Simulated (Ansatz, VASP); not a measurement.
# Two plane-wave programs on In3GaSb2N2

```
In Ga Sb N
1.0
     3.80000    0.00000    0.00000
     0.00000    3.80000    0.00000
     0.00000    0.00000   11.57000
In Ga Sb N
3 1 2 2
Direct
  0.50000 0.50000 0.15500
  0.50000 0.50000 0.84500
  0.00000 0.00000 0.50000
  0.00000 0.00000 0.00000
  0.50000 0.00000 0.67000
  0.00000 0.50000 0.33000
  0.00000 0.50000 0.93000
  0.50000 0.00000 0.07000
```

Alike in both runs: task relaxation of cell and atoms; functional PBE; k mesh 3 × 3 × 1; occupations gaussian, width 0.15 eV; no spin polarisation.

|  | VASP | Ansatz |
| --- | --- | --- |
| version | VASP 6.6.1 | Ansatz 0.2.0 |
| potentials or method | VASP PAW PBE potentials, release 64 (In_d, Ga_d, Sb_d_GW, N), cutoff 700 eV | scalar-relativistic, plane waves, PAW |
| valence electrons in the cell | 92 | 92 |

|  | VASP | Ansatz | Ansatz less VASP |
| --- | --- | --- | --- |
| gap on the k mesh at the Fermi level, each at its own relaxed structure (eV) | none | none | - |
| relaxed volume (Å³/atom) | 23.70 | 23.77 | +0.072 |
| relaxed length of the cell vector where the two differ most in proportion (Å) | 11.923 | 12.346 | +0.4236 |

A gap of «none» marks a metal or a gap that the smearing closes.

The k mesh is coarse, so the values compare programs but aren't converged. Neither program's run includes spin-orbit coupling.
